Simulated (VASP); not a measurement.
A run of VASP 6.6.1:

Contents of POSCAR:

```
Li2S
1.0
    0.0000000000      2.8445000000      2.8445000000
    2.8445000000      0.0000000000      2.8445000000
    2.8445000000      2.8445000000      0.0000000000
Li S
2 1
Direct
    0.2500000000      0.2500000000      0.2500000000
    0.7500000000      0.7500000000      0.7500000000
    0.0000000000      0.0000000000      0.0000000000
```

INCAR.step1

```
  PREC = Accurate
  ENCUT = 830
  ISMEAR = 0
  SIGMA = 0.02
  LREAL = F
  LASPH = T
  NELM = 120
  GGA = PE
  ALGO = Normal
  EDIFF = 1E-5
  LWAVE = T
  LCHARG = F
  GGA_COMPAT = F
  IBRION = 2
  ISIF = 3
  EDIFFG = -0.005
  NELMIN = 4
  NSW = 100
```

Contents of INCAR.step2:

```
  PREC = Accurate
  ENCUT = 830
  EDIFF = 1E-7
  ISMEAR = 0
  SIGMA = 0.02
  LREAL = F
  LASPH = T
  NELM = 120
  ALGO = Normal
  ISIF = 3
  LWAVE = F
  LCHARG = F
  METAGGA = R2SCAN
  LMIXTAU = T
  IBRION = 2
  NSW = 80
  EDIFFG = -0.005
  ISTART = 1
  GGA_COMPAT = F
  NELMIN = 4
```

KPOINTS

```
Automatic mesh
0
Gamma
  8 8 8
```

Potentials or basis: VASP PAW PBE potentials, release 64 (Li_sv, S).

Launch:

```bash
$ cat potpaw_PBE.64/Li_sv/POTCAR potpaw_PBE.64/S/POTCAR > POTCAR
$ cp INCAR.step1 INCAR
$ mpirun -np 1 vasp_std > vasp.out
$ cp INCAR.step2 INCAR
$ mpirun -np 1 vasp_std > vasp.out
```

Hardware: 1 thread of Intel(R) Xeon(R) 6975P-C (Granite Rapids), with other jobs on the host.

Task: Estimate the wall time of this run.

Result: Run time: 3.1 min on 1 thread of Intel(R) Xeon(R) 6975P-C (Granite Rapids), on a shared host, peak memory 0.26 GiB. Counts: k points 29, ion steps 3.
